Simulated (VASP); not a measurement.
# ZnS (P6_3mc) in VASP: further runs

The runs below take ZnS through single point, relaxation of cell and atoms, with PBEsol.

Everything below comes from runs of VASP 6.6.1. Logs are shortened: lines on timing, memory, paths and dates and some standing lists are left out, and cuts for length are marked.

## (1) The cell of the first run

Symmetry: P6_3mc, No. 186, hexagonal system. Conventional cell: a = 3.817 Å, b = 3.817 Å, c = 6.258 Å, α = 90.00°, β = 90.00°, γ = 120.00°. Zn (site symmetry 3m) has 4 S at 2.34 Å within 3.1 Å. S (site symmetry 3m) has 4 Zn at 2.34 Å within 3.1 Å.

## (2) Single point, PBEsol

The input, INCAR:

```
PREC = Accurate
ENCUT = 520
EDIFF = 1E-7
ISMEAR = 0
SIGMA = 0.01
LREAL = F
LASPH = T
NELM = 60
ALGO = Normal
ISIF = 2
LWAVE = F
LCHARG = F
GGA = PS
NBANDS = 26
```

The input, KPOINTS:

```
Automatic mesh
0
Gamma
  6 6 4
```

The input, POSCAR:

```
ZnS
1.0
    3.8173095442      0.0000000000      0.0000000000
   -1.9086547721      3.3058870394      0.0000000000
    0.0000000000      0.0000000000      6.2581627671
Zn S
2 2
Direct
    0.3333333333      0.6666666667      0.0052646540
    0.6666666667      0.3333333333      0.5052646540
    0.3333333333      0.6666666667      0.3797353460
    0.6666666667      0.3333333333      0.8797353460
```

Potentials or basis: VASP PAW PBE potentials, release 64 (Zn, S).

Command:

```sh
> cat potpaw_PBE.64/Zn/POTCAR potpaw_PBE.64/S/POTCAR > POTCAR
> mpirun -np 1 vasp_std > vasp.out
```

OUTCAR:

```text
PREC = Accurate
   ENCUT = 520
   EDIFF = 1E-7
   ISMEAR = 0
   LREAL = F
   LASPH = T
   NELM = 60
   ISIF = 2
   GGA = PS

 ion  position               nearest neighbor table
   1  0.333  0.667  0.005-   4 2.34   4 2.34   4 2.34   3 2.34
   2  0.667  0.333  0.505-   3 2.34   3 2.34   3 2.34   4 2.34
   3  0.333  0.667  0.380-   2 2.34   2 2.34   2 2.34   1 2.34
   4  0.667  0.333  0.880-   1 2.34   1 2.34   1 2.34   2 2.34

  LATTYP: Found a hexagonal cell.
 ALAT       =     3.8173095442
 C/A-ratio  =     1.6394171588

  Lattice vectors:

 A1 = (   3.8173095442,   0.0000000000,   0.0000000000)
 A2 = (  -1.9086547721,   3.3058870394,   0.0000000000)
 A3 = (   0.0000000000,   0.0000000000,   6.2581627671)

Analysis of symmetry for initial positions (statically):
=====================================================================
 Subroutine PRICEL returns:
 Original cell was already a primitive cell.

 Routine SETGRP: Setting up the symmetry group for a
 hexagonal supercell.

 Subroutine GETGRP returns: Found 12 space group operations
 (whereof  6 operations were pure point group operations)
 out of a pool of 24 trial point group operations.

The static configuration has the point symmetry C_3v.
 The point group associated with its full space group is C_6v.

Analysis of symmetry for dynamics (positions and initial velocities):
=====================================================================
 Subroutine PRICEL returns:
 Original cell was already a primitive cell.

 Routine SETGRP: Setting up the symmetry group for a
 hexagonal supercell.

 Subroutine GETGRP returns: Found 12 space group operations
 (whereof  6 operations were pure point group operations)
 out of a pool of 24 trial point group operations.

The dynamic configuration has the point symmetry C_3v.
 The point group associated with its full space group is C_6v.

 Subroutine INISYM returns: Found 12 space group operations
 (whereof  6 operations are pure point group operations),
 and found     1 'primitive' translations

----------------------------------------------------------------------------------------

                                     Primitive cell

  volume of cell :      78.9755

  direct lattice vectors                    reciprocal lattice vectors
     3.817309544  0.000000000  0.000000000     0.261964608  0.151245337  0.000000000
    -1.908654772  3.305887039  0.000000000     0.000000000  0.302490674  0.000000000
     0.000000000  0.000000000  6.258162767     0.000000000  0.000000000  0.159791306

  length of vectors
     3.817309544  3.817309544  6.258162767     0.302490674  0.302490674  0.159791306

  position of ions in fractional coordinates (direct lattice)
     0.333333333  0.666666667  0.005264654
     0.666666667  0.333333333  0.505264654
     0.333333333  0.666666667  0.379735346
     0.666666667  0.333333333  0.879735346

  ion indices of the primitive-cell ions
   primitive index   ion index
                 1           1
                 2           2
                 3           3
                 4           4

----------------------------------------------------------------------------------------

 KPOINTS: Automatic mesh

Automatic generation of k-mesh.
 Grid dimensions read from file:
 generate k-points for:    6    6    4

 Generating k-lattice:

  Cartesian coordinates                     Fractional coordinates (reciprocal lattice)
     0.043660768  0.025207556  0.000000000     0.166666667  0.000000000  0.000000000
     0.000000000  0.050415112  0.000000000     0.000000000  0.166666667  0.000000000
     0.000000000  0.000000000  0.039947826     0.000000000  0.000000000  0.250000000

  Length of vectors
     0.050415112  0.050415112  0.039947826

  Shift w.r.t. Gamma in fractional coordinates (k-lattice)
     0.000000000  0.000000000  0.000000000

 Subroutine IBZKPT returns following result:
 ===========================================

 Found     21 irreducible k-points:

 Following reciprocal coordinates:
            Coordinates               Weight
  0.000000  0.000000  0.000000      1.000000
  0.166667  0.000000  0.000000      6.000000
  0.333333  0.000000  0.000000      6.000000
  0.500000  0.000000  0.000000      3.000000
  0.166667  0.166667  0.000000      6.000000
  0.333333  0.166667  0.000000     12.000000
[... 13 lines left out ...]
  0.333333  0.166667  0.500000     12.000000
  0.333333  0.333333  0.500000      2.000000
   k-points           NKPTS =     21   k-points in BZ     NKDIM =     21   number of bands    NBANDS=     26
   number of dos      NEDOS =    301   number of ions     NIONS =      4
   total plane-waves  NPLWV =  37632
   dimension x,y,z NGX =    28 NGY =   28 NGZ =   48
   dimension x,y,z NGXF=    56 NGYF=   56 NGZF=   96
   ions per type =               2   2
   NGX,Y,Z   is equivalent  to a cutoff of  12.19, 12.19, 12.75 a.u.
   NGXF,Y,Z  is equivalent  to a cutoff of  24.39, 24.39, 25.50 a.u.
 SYSTEM =  unknown system
[... 33 lines left out ...]
   LORBIT       =      0    0 simple, 1 ext, 2 COOP (PROOUT), +10 PAW based schemes
   GGA     = PS    functional components
   LHFCALC =     F    Hartree Fock is set to
   AEXX    =    0.0000 exact exchange contribution
   IVDW    =     0    specifies the selected vdW correction
   LEPSILON=     F    determine dielectric tensor
   LRPA    =     F    only Hartree local field effects (RPA)
 non-spin polarized calculation
 Gauss-broadening in eV      SIGMA  =   0.01
  energy-cutoff  :      520.00
  volume of cell :       78.98
 maximum number of plane-waves:      2148
   NGX = 15   NGY = 15   NGZ = 23

 number of electron      35.9999991 magnetization

 Free energy of the ion-electron system (eV)
  ---------------------------------------------------
  ext. energy  EPLUGINS =         0.00000000
  ---------------------------------------------------
  free energy    TOTEN  =       -15.15369448 eV

  energy without entropy =      -15.15369448  energy(sigma->0) =      -15.15369448

 E-fermi :   2.1078     XC(G=0):  -9.8377

 val. band max:        2.0253280916   @ k =   0.0000   0.0000   0.0000
 cond. band min:       4.0703365650   @ k =   0.0000   0.0000   0.0000
 fundamental gap:      2.0450084734
 Fermi energy:         2.1077947807

 k-point     1 :       0.0000    0.0000    0.0000
  band No.  band energies     occupation
      1     -11.1492      2.00000
      2     -10.2008      2.00000
      3      -4.3494      2.00000
      4      -4.3355      2.00000
      5      -4.3355      2.00000
      6      -4.2543      2.00000
[... 18 lines left out ...]
     25       9.6380      0.00000
     26      11.1033      0.00000

 k-point     2 :       0.1667    0.0000    0.0000
  band No.  band energies     occupation
      1     -10.9648      2.00000
      2     -10.1009      2.00000
      3      -4.3510      2.00000
      4      -4.3124      2.00000
      5      -4.3014      2.00000
      6      -4.2313      2.00000
[... 18 lines left out ...]
     25      10.1569      0.00000
     26      10.4442      0.00000

 k-point     3 :       0.3333    0.0000    0.0000
  band No.  band energies     occupation
      1     -10.5215      2.00000
      2      -9.9224      2.00000
      3      -4.3438      2.00000
      4      -4.2544      2.00000
      5      -4.2491      2.00000
      6      -4.1071      2.00000
[... 18 lines left out ...]
     25      10.5642      0.00000
     26      11.6054      0.00000

 k-point     4 :       0.5000    0.0000    0.0000
  band No.  band energies     occupation
      1     -10.2143      2.00000
      2      -9.8861      2.00000
      3      -4.3287      2.00000
      4      -4.2329      2.00000
      5      -4.1184      2.00000
      6      -4.0940      2.00000
[... 18 lines left out ...]
     25      10.9352      0.00000
     26      13.3441      0.00000
[... 409 lines left out ...]
      1     -10.3185      2.00000
      2     -10.3185      2.00000
      3      -4.3310      2.00000
      4      -4.3310      2.00000
      5      -4.2167      2.00000
      6      -4.2167      2.00000
[... 18 lines left out ...]
     25      10.3070      0.00000
     26      10.3070      0.00000

 k-point    20 :       0.3333    0.1667    0.5000
  band No.  band energies     occupation
      1     -10.0454      2.00000
      2     -10.0454      2.00000
      3      -4.2910      2.00000
      4      -4.2910      2.00000
      5      -4.1496      2.00000
      6      -4.1496      2.00000
[... 18 lines left out ...]
     25      11.0083      0.00000
     26      11.0083      0.00000

 k-point    21 :       0.3333    0.3333    0.5000
  band No.  band energies     occupation
      1      -9.9518      2.00000
      2      -9.9518      2.00000
      3      -4.2172      2.00000
      4      -4.2172      2.00000
      5      -4.1777      2.00000
      6      -4.1777      2.00000
[... 18 lines left out ...]
     25      11.6470      0.00000
     26      11.6470      0.00000

------------------------ aborting loop because EDIFF is reached ----------------------------------------

  FORCE on cell =-STRESS in cart. coord.  units (eV):
  Direction    XX          YY          ZZ          XY          YZ          ZX
  --------------------------------------------------------------------------------------
  -------------------------------------------------------------------------------------
  Total       -0.8775669     -0.8775669     -0.8752154      0.0000000     -0.0000000      0.0000000
  in kB      -17.8032204    -17.8032204    -17.7555156      0.0000000     -0.0000000      0.0000000
  external PRESSURE =     -17.7873188 kB  Pullay stress =       0.0000000 kB

 VOLUME and BASIS-vectors are now :
 -----------------------------------------------------------------------------
  energy-cutoff  :      520.00
  volume of cell :       78.98
      direct lattice vectors                 reciprocal lattice vectors
     3.817309544  0.000000000  0.000000000     0.261964608  0.151245337  0.000000000
    -1.908654772  3.305887039  0.000000000     0.000000000  0.302490674  0.000000000
     0.000000000  0.000000000  6.258162767     0.000000000  0.000000000  0.159791306

 POSITION                                       TOTAL-FORCE (eV/Angst)
 -----------------------------------------------------------------------------------
     -0.00000      2.20392      0.03295         0.000000      0.000000     -0.000678
      1.90865      1.10196      3.16203        -0.000000     -0.000000     -0.000678
     -0.00000      2.20392      2.37645         0.000000      0.000000      0.000678
      1.90865      1.10196      5.50553         0.000000      0.000000      0.000678
 -----------------------------------------------------------------------------------
    total drift:                               -0.000000     -0.000000      0.000032

  FREE ENERGIE OF THE ION-ELECTRON SYSTEM (eV)
  ---------------------------------------------------
  free  energy   TOTEN  =       -15.1536944751 eV

  energy  without entropy=      -15.1536944751  energy(sigma->0) =      -15.15369448
```

It took 44 s on 1 thread of Intel Xeon 6975P-C, shared host; peak memory 0.2 GiB.

Results:

```yaml
Free_energy: -15.1537 eV
Pressure: -1.8 GPa
Band_gap_on_the_k_mesh: 2.04 eV, direct
```

Caveat: the PAW data sets were made with another functional, which shifts forces and pressure a little. A hybrid or GW would open this gap; PBEsol tends to underestimate it.

## (3) Relaxation of cell and atoms, PBEsol, target pressure -2 GPa, at which the enthalpy is minimised

This run uses another cell than the first one, of 19.22 Å³/atom, 0.974 times its volume.

The input, INCAR:

```
SYSTEM = ZnS
ALGO     = Normal         ! electronic algorithm
EDIFF    = 1E-6           ! SCF threshold, eV
EDIFFG   = -0.002         ! ionic threshold
ENCUT    = 600            ! plane-wave cutoff, eV
GGA      = PS             ! functional
IBRION   = 2              ! ionic algorithm
ISIF     = 3              ! what is computed and relaxed
ISMEAR   = 0              ! smearing method
LASPH    = .TRUE.         ! aspherical terms in the spheres
LCHARG   = .FALSE.        ! write CHGCAR
LREAL    = .FALSE.        ! projectors in reciprocal space
LWAVE    = .FALSE.        ! write WAVECAR
NELM     = 100            ! most SCF steps
NSW      = 100            ! ionic steps
PREC     = Accurate       ! precision mode
PSTRESS  = -20.0        
SIGMA    = 0.01           ! smearing width, eV
```

The input, KPOINTS:

```
k-points
0
G
  6 6 4
  0 0 0
```

The input, POSCAR:

```
ZnS
1.0
    3.7815781040      0.0000000000      0.0000000000
   -1.8907890520      3.2749427044      0.0000000000
    0.0000000000      0.0000000000      6.2089610126
Zn S
2 2
Direct
    0.3333333333      0.6666666667      0.0054423634
    0.6666666667      0.3333333333      0.5054423634
    0.3333333333      0.6666666667      0.3795576366
    0.6666666667      0.3333333333      0.8795576366
```

Potentials or basis: VASP PAW PBE potentials, release 64 (Zn, S).

Command:

```sh
> cat potpaw_PBE.64/Zn/POTCAR potpaw_PBE.64/S/POTCAR > POTCAR
> mpirun -np 1 vasp_std > vasp.out
```

It took 3.6 min on 1 thread of Intel Xeon 6975P-C, shared host; peak memory 0.22 GiB.

The run converged. Its results:

```
Free energy                                            : -15.1504 eV
Relaxed volume                                         : 19.81 Å³/atom
Relaxed cell                                           : a = 3.821 Å, b = 3.821 Å, c = 6.265 Å, α = 90.00°, β = 90.00°, γ = 120.00°
Space group after relaxing (to 0.05 Å)                 : P6_3mc (No. 186)
Energy change on relaxing (the enthalpy is what falls) : +3.4 meV/atom
Ionic steps                                            : 10
Pressure after relaxing                                : -2.0 GPa
Band gap on the k mesh                                 : 2.03 eV, direct
```

The path:
| step | energy change (eV) | largest force (eV/Å) | pressure (GPa) | volume (Å³) |
| --- | --- | --- | --- | --- |
| 1 | 0.0000 | 0.0025 | 0.19 | 76.89 |
| 2 | 0.0223 | 0.0101 | -2.63 | 79.85 |
| 3 | 0.0131 | 0.0077 | -1.98 | 79.20 |
| 4 | 0.0137 | 0.0079 | -2.00 | 79.25 |
| 5 | 0.0137 | 0.0059 | -2.01 | 79.25 |
| 6 | 0.0137 | 0.0018 | -2.02 | 79.25 |
| 7 | 0.0131 | 0.0011 | -1.95 | 79.20 |
| 8 | 0.0135 | 0.0005 | -2.02 | 79.23 |
| 9 | 0.0134 | 0.0004 | -1.97 | 79.22 |
| 10 | 0.0135 | 0.0007 | -2.01 | 79.23 |

Final structure:
```cif
data_structure
_symmetry_space_group_name_H-M 'P 1'
_symmetry_Int_Tables_number 1
_cell_length_a 3.8214
_cell_length_b 3.8214
_cell_length_c 6.2650
_cell_angle_alpha 90.000
_cell_angle_beta 90.000
_cell_angle_gamma 120.000
_cell_volume 79.23
loop_
_atom_site_label
_atom_site_type_symbol
_atom_site_fract_x
_atom_site_fract_y
_atom_site_fract_z
_atom_site_occupancy
Zn1 Zn 0.33333 0.66667 0.00525 1
Zn2 Zn 0.66667 0.33333 0.50525 1
S1 S 0.33333 0.66667 0.37975 1
S2 S 0.66667 0.33333 0.87975 1
```

Levels at points of the mesh, in eV from the valence-band top:
```
           k point  band 16  band 17  band 18  band 19  band 20  band 21
(0.00, 0.00, 0.00)    -0.08     0.00     0.00     2.03     2.97     6.22
(0.50, 0.00, 0.00)    -2.24    -1.70    -0.88     3.54     4.13     4.99
(0.00, 0.00, 0.50)    -0.47    -0.47    -0.47     3.42     3.42     6.68
(0.50, 0.00, 0.50)    -1.63    -1.61    -1.61     3.41     3.41     5.12
```

Caveat: the cell is relaxed towards a set pressure, so the enthalpy falls and the energy may rise; the PAW data sets were made with another functional, which shifts forces and pressure a little.

## (4) Relaxation of cell and atoms, PBEsol, target pressure 2 GPa, at which the enthalpy is minimised

This run uses another cell than the first one, of 19.22 Å³/atom, 0.974 times its volume.

The input, INCAR:

```
ALGO = Normal
EDIFF = 1E-6
EDIFFG = -0.002
ENCUT = 600
GGA = PS
IBRION = 2
ISIF = 3
ISMEAR = 0
LASPH = True
LCHARG = False
LREAL = False
LWAVE = False
NELM = 80
NSW = 100
PREC = Accurate
PSTRESS = 20.0
SIGMA = 0.01
```

The input, KPOINTS:

```
k-points
0
Gamma
  6 6 4
```

POSCAR is that of step 3.

Command:

```sh
> cat potpaw_PBE.64/Zn/POTCAR potpaw_PBE.64/S/POTCAR > POTCAR
> mpirun -np 1 vasp_std > vasp.out
```

It took 2.7 min on 1 thread of Intel Xeon 6975P-C, shared host; peak memory 0.22 GiB.

It converged, with:

| Item | Value |
| --- | --- |
| Free energy | -15.1528 eV |
| Relaxed volume | 18.82 Å³/atom |
| Relaxed cell | a = 3.755 Å, b = 3.755 Å, c = 6.165 Å, α = 90.00°, β = 90.00°, γ = 120.00° |
| Space group after relaxing (to 0.05 Å) | P6_3mc (No. 186) |
| Energy change on relaxing (the enthalpy is what falls) | +2.8 meV/atom |
| Ionic steps | 12 |
| Pressure after relaxing | 2.0 GPa |
| Band gap on the k mesh | 2.26 eV, direct |

The path:
| step | energy change (eV) | largest force (eV/Å) | pressure (GPa) | volume (Å³) |
| --- | --- | --- | --- | --- |
| 1 | 0.0000 | 0.0025 | 0.19 | 76.89 |
| 2 | 0.0228 | 0.0052 | 2.93 | 74.50 |
| 3 | 0.0110 | 0.0044 | 1.99 | 75.27 |
| 4 | 0.0114 | 0.0044 | 2.03 | 75.24 |
| 5 | 0.0109 | 0.0022 | 1.96 | 75.28 |
| 6 | 0.0111 | 0.0033 | 2.04 | 75.27 |
| 7 | 0.0110 | 0.0019 | 1.98 | 75.27 |
| 8 | 0.0110 | 0.0031 | 2.00 | 75.27 |
| 9 | 0.0110 | 0.0016 | 1.98 | 75.27 |
| 10 | 0.0110 | 0.0032 | 2.00 | 75.27 |
| 11 | 0.0110 | 0.0015 | 2.00 | 75.27 |
| 12 | 0.0110 | 0.0008 | 1.99 | 75.27 |

Final structure:
```
Zn S
1.0
     3.75462    0.00000    0.00000
    -1.87731    3.25159    0.00000
     0.00000    0.00000    6.16520
Zn S
2 2
Direct
  0.33333 0.66667 0.00556
  0.66667 0.33333 0.50556
  0.33333 0.66667 0.37944
  0.66667 0.33333 0.87944
```

Levels at points of the mesh, in eV from the valence-band top:
| k point | band 16 | band 17 | band 18 | band 19 | band 20 | band 21 |
| --- | --- | --- | --- | --- | --- | --- |
| (0.00, 0.00, 0.00) | -0.10 | 0.00 | 0.00 | 2.26 | 3.07 | 6.19 |
| (0.50, 0.00, 0.00) | -2.43 | -1.86 | -0.96 | 3.49 | 4.26 | 4.94 |
| (0.00, 0.00, 0.50) | -0.51 | -0.51 | -0.51 | 3.57 | 3.57 | 6.66 |
| (0.50, 0.00, 0.50) | -1.77 | -1.75 | -1.75 | 3.41 | 3.41 | 5.08 |

Caveat: the cell is relaxed towards a set pressure, so the enthalpy falls and the energy may rise; the PAW data sets were made with another functional, which shifts forces and pressure a little.

## (5) Summary

```csv
task,cell,cutoff (eV),gap on the mesh (eV),pressure (GPa)
single point,"a = 3.817, b = 3.817, c = 6.258 Å, angles 90.0, 90.0, 120.0°, 4 atoms",520,2.04,-1.8
relaxation of cell and atoms,"relaxed to -2 GPa from a = 3.782, b = 3.782, c = 6.209 Å, angles 90.0, 90.0, 120.0°, 4 atoms",600,2.03,-2.0
relaxation of cell and atoms,"relaxed to 2 GPa from a = 3.782, b = 3.782, c = 6.209 Å, angles 90.0, 90.0, 120.0°, 4 atoms",600,2.26,2.0
```

Alike in all rows: level PBEsol; potentials or basis VASP PAW PBE potentials, release 64 (Zn, S); no spin polarisation; k mesh 6 × 6 × 4; smearing gaussian 0.01 eV.

Caveats: the PAW data sets were made with another functional, which shifts forces and pressure a little; the cell is relaxed towards a set pressure, so the enthalpy falls and the energy may rise (some runs).

Total energies depend on the potentials used, so only differences within one code and one set of settings carry meaning.
